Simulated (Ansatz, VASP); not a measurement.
**One calculation of Zr2B3, two programs**

```
Zr B
1.0
     3.96900    0.00000    0.00000
    -1.98450    3.43726    0.00000
     0.00000    0.00000    4.97191
Zr B
2 3
Direct
  0.66667 0.33333 0.24808
  0.33333 0.66667 0.75192
  0.66667 0.33333 0.73803
  0.33333 0.66667 0.26197
  0.00000 0.00000 0.00000
```

Change from the starting cell: species swapped into the In2Au3 type (P-3m1, No. 164).

Alike in both runs: task single point; functional PBE; k mesh 6 × 6 × 4; occupations gaussian, width 0.1 eV; collinear spin.

|  | VASP | Ansatz |
| --- | --- | --- |
| version | VASP 6.6.1 | Ansatz 0.2.0 |
| potentials or method | VASP PAW PBE potentials, release 64 (Zr_sv, B), cutoff 520 eV | scalar-relativistic, plane waves, PAW |
| valence electrons in the cell | 33 | 33 |

|  | VASP | Ansatz | Ansatz less VASP |
| --- | --- | --- | --- |
| gap on the k mesh at the Fermi level (eV) | none | none | - |
| pressure (GPa) | 0.4 | 0.3 | -0.10 |
| net moment per atom (μB) | 0.00 | 0.00 | 0.000 |

A gap of «none» marks a metal or a gap that the smearing closes. With one functional, cell and mesh, what is left measures potentials, basis and numerics. Ansatz's warnings: seeded moment not kept.
